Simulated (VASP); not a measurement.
Input of a VASP 6.6.1 run:

The input INCAR:

```
SYSTEM = CdS
  PREC = Accurate
  ENCUT = 520
  EDIFF = 1E-6
  ISMEAR = 0
  SIGMA = 0.01
  LREAL = .False.
  LASPH = .True.
  NELM = 80
  ALGO = Normal
  ISIF = 2
  LWAVE = .False.
  LCHARG = .False.
  NBANDS = 26
```

KPOINTS

```
regular mesh
0
Gamma
  9 9 4
  0 0 0
```

File POSCAR:

```
CdS
1.0
    4.1245340209      0.0000000000      0.0000000000
   -2.0622670104      3.5719512409      0.0000000000
    0.0000000000      0.0000000000      6.7092066446
Cd S
2 2
Direct
    0.3333333333      0.6666666667     -0.0553321360
    0.6666666667      0.3333333333      0.4446678640
    0.3333333333      0.6666666667      0.4323321360
    0.6666666667      0.3333333333      0.9323321360
```

Potentials or basis: VASP PAW LDA potentials, release 64 (Cd, S).

Run with:

```bash
$ cat potpaw_LDA.64/Cd/POTCAR potpaw_LDA.64/S/POTCAR > POTCAR
$ mpirun -np 1 vasp_std > vasp.out
```

Task: What does it give for the band gap on the k mesh?

Result: 1.25 eV.

Task: What does it give for the largest force?

Result: 0.181 eV/Å.

Task: Predict the pressure.

Result: 2.2 GPa.

Stress tensor (GPa, compression positive):
```
 5.33  0.00  0.00
 0.00  5.33  0.00
 0.00  0.00 -3.99
```

Caveat: the cell differs from its parent crystal (atoms moved along the polar distortion); the stress differs along the axes, from -4 to 5 GPa.
